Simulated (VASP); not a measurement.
Cu, 16 atoms in the cell. The cell holds a slab with vacuum, 16 atoms: a = 5.039 Å, b = 5.039 Å, c = 21.345 Å, α = 90.00°, β = 90.00°, γ = 90.00°. 

| Property | Result |
| --- | --- |
| Program | VASP 6.6.1 |
| Task | single point |
| Functional | PBE |
| Dispersion | D3(BJ) |
| Potentials or basis | VASP PAW PBE potentials, release 64 (Cu) |
| Cutoff | 520 eV |
| k mesh | 4 × 4 × 1 |
| Occupations | gaussian, width 0.1 eV |
| Spin | no spin polarisation |
| Dipole correction | yes |
| Further INCAR settings | LREAL = Auto; ALGO = Normal; EDIFF = 1e-06; NBANDS = 102 |

Potentials or basis: VASP PAW PBE potentials, release 64 (Cu).

The run is started by

```bash
$ cat potpaw_PBE.64/Cu/POTCAR > POTCAR
$ mpirun -np 1 vasp_std > vasp.out
```

Hardware: 1 thread of AMD EPYC 9R45 96-Core Processor (Zen 5), with other jobs on the host.

Task: How long does it take, and how much memory?

Result: It took 10 min on 1 thread of AMD EPYC 9R45 96-Core Processor (Zen 5), with other jobs on the host, peak memory 0.59 GiB. Counts: scf iterations 28, k points 6.
